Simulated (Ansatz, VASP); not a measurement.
## MnS: VASP beside Ansatz

INCAR

```
SYSTEM = MnS
  PREC = Accurate
  ENCUT = 520
  EDIFF = 1E-7
  ISMEAR = -1
  SIGMA = 0.05
  LREAL = .FALSE.
  LASPH = .TRUE.
  NELM = 150
  ALGO = Normal
  ISIF = 2
  LWAVE = .FALSE.
  LCHARG = .TRUE.
  ISPIN = 2
  MAGMOM = 4 0
  LORBIT = 11
  LMAXMIX = 4
  GGA = CA
  LELF = .TRUE.
  LVHAR = .TRUE.
  NBANDS = 20
```

KPOINTS

```
regular mesh
0
G
  9 9 9
  0 0 0
```

The input POSCAR:

```
MnS
1.0
    0.0000000000      2.4898444489      2.4898444489
    2.4898444489      0.0000000000      2.4898444489
    2.4898444489      2.4898444489      0.0000000000
Mn S
1 1
Direct
    0.0000000000      0.0000000000      0.0000000000
    0.7500000000      0.7500000000      0.7500000000
```

The input input.yaml:

```yaml
crystal:
  lattice:
    - [0.0, 2.4898444489, 2.4898444489]
    - [2.4898444489, 0.0, 2.4898444489]
    - [2.4898444489, 2.4898444489, 0.0]
  atoms:
    - { symbol: Mn, position: [0.0, 0.0, 0.0], spin: 4.0 }
    - { symbol: S, position: [0.75, 0.75, 0.75] }
kpoints:
  mp_grid: { grid: [9, 9, 9] }
scf:
  occupations: { method: fermi_dirac, width: 0.05 }
hamiltonian:
  xc: lda
  pseudopotentials: { kind: all_electron, lapw: { basis_error: 0.001 } }
magnetization:
  spin_polarized: true
output:
  forces: true
  stress: true
  eigenvalues: true
```

Change from the starting cell: volume scaled by 1.02.

Alike in both runs: task single point; functional LDA; k mesh 9 × 9 × 9; occupations fermi-dirac, width 0.05 eV; collinear spin.

|  | VASP | Ansatz |
| --- | --- | --- |
| version | VASP 6.6.1 | Ansatz 0.2.0 |
| potentials or method | VASP PAW LDA potentials, release 64 (Mn_pv, S), cutoff 520 eV | all-electron LAPW, scalar-relativistic |

VASP gave:

| Property | Result |
| --- | --- |
| gap on the k mesh at the Fermi level (eV) | none |
| pressure (GPa) | -9.3 |
| net moment per atom (μB) | 0.06 |
| size of the moment on the site where the two differ most (μB) | 0.11 |

Question: What did Ansatz give for the same quantities?

Answer: gap on the k mesh at the Fermi level (eV): none; pressure (GPa): -9.4; net moment per atom (μB): 0.09; size of the moment on the site where the two differ most (μB): 0.18.

LDA's correlation is that of Perdew and Zunger in VASP and of Perdew and Wang (1992) in Ansatz. Site moments also hang on the region over which each program counts them. A gap of «none» marks a metal or a gap that the smearing closes. Ansatz ran all-electron here, and VASP with PAW potentials.
